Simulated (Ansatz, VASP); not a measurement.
Two plane-wave programs on KCl

```
K Cl
1.0
     3.78161    0.00000    0.00000
     0.00000    3.78161    0.00000
     0.00000    0.00000    3.83920
K Cl
1 1
Direct
  0.00000 0.00000 0.00000
  0.50000 0.50000 0.50000
```

Change from the starting cell: strain -0.0150 x Voigt [1, 1, 0, 0, 0, 0], atoms carried along.

Alike in both runs: task single point; functional PBEsol; k mesh 6 × 6 × 6; occupations gaussian, width 0.05 eV; no spin polarisation.

|  | VASP | Ansatz |
| --- | --- | --- |
| version | VASP 6.6.1 | Ansatz 0.2.0 |
| potentials or method | VASP PAW PBE potentials, release 64 (K_sv, Cl), cutoff 520 eV | scalar-relativistic, plane waves, PAW |
| valence electrons in the cell | 16 | 16 |

```csv
,VASP,Ansatz,Ansatz less VASP
gap on the k mesh at the Fermi level (eV),4.71,4.72,+0.003
least direct gap on the mesh (eV),4.92,4.93,+0.003
pressure (GPa),-0.9,-1.0,-0.03
"traceless stress, the component that is largest in VASP (GPa)",-0.44,-0.44,0.000
```

VASP's potentials were made for PBE, not for PBEsol. The functional is the same, so the differences come from potentials, cutoffs and numerics.
